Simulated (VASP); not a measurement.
Write the native input for VASP 6.6.1 that does the following.

```yaml
Task: relaxation of cell and atoms
Functional: LDA
Potentials_or_basis: VASP PAW LDA potentials, release 64 (Si, C)
Cutoff: 600 eV
k_mesh: 12 × 12 × 2
Occupations: gaussian, width 0.02 eV
Spin: no spin polarisation
Dipole_correction: no
Further_INCAR_settings: ALGO = Normal; EDIFF = 1e-07; IBRION = 2; EDIFFG = -0.005; NSW = 100; ISIF = 3
```

The structure of SiC lies in POSCAR:

```
SiC
1.0
    3.0766210100      0.0000000000      0.0000000000
   -1.5383105100      2.6644319500      0.0000000000
    0.0000000000      0.0000000000     15.0980843200
Si C
6 6
Direct
    0.3333333300      0.6666666700      0.8329861500
    0.6666666700      0.3333333300      0.3329861500
    0.6666666700      0.3333333300      0.6665006000
    0.3333333300      0.6666666700      0.1665006000
    0.0000000000      0.0000000000      0.4997294200
    0.0000000000      0.0000000000      0.9997294200
    0.0000000000      0.0000000000      0.8743664100
    0.0000000000      0.0000000000      0.3743664100
    0.3333333300      0.6666666700      0.7079967800
    0.6666666700      0.3333333300      0.2079967800
    0.6666666700      0.3333333300      0.5415216400
    0.3333333300      0.6666666700      0.0415216400
```

The input as run:

INCAR

```
PREC     = Accurate       # precision mode
ENCUT    = 600            # plane-wave cutoff, eV
EDIFF    = 1E-7           # SCF threshold, eV
ISMEAR   = 0              # smearing method
SIGMA    = 0.02           # smearing width, eV
LREAL    = False          # projectors in reciprocal space
LASPH    = True           # aspherical terms in the spheres
NELM     = 60             # most SCF steps
ALGO     = Normal         # electronic algorithm
ISIF     = 3              # what is computed and relaxed
LWAVE    = False          # write WAVECAR
LCHARG   = False          # write CHGCAR
GGA      = CA             # functional
IBRION   = 2              # ionic algorithm
NSW      = 100            # ionic steps
EDIFFG   = -0.005         # ionic threshold
```

KPOINTS

```
regular mesh
0
Gamma
  12 12 2
```

Potentials or basis: VASP PAW LDA potentials, release 64 (Si, C).

Command:

```bash
$ cat potpaw_LDA.64/Si/POTCAR potpaw_LDA.64/C/POTCAR > POTCAR
$ mpirun -np 1 vasp_std > vasp.out
```

It gave:

```yaml
Relaxed_volume: 10.15 Å³/atom
Relaxed_cell: a = 3.060 Å, b = 3.060 Å, c = 15.017 Å, α = 90.00°, β = 90.00°, γ = 120.00°
Space_group_after_relaxing_to_0.1_Å: P6_3mc (No. 186)
Energy_gained_by_relaxing: 1.9 meV/atom
Ionic_steps: 3
Pressure_after_relaxing: 0.0 GPa
Largest_force_after_relaxing: 0.004 eV/Å
Band_gap_on_the_k_mesh: 1.97 eV (least direct gap 3.07 eV)
```

Wall time 11 min on 1 thread of Intel Xeon 8259CL (shared host), peak memory 0.32 GiB.
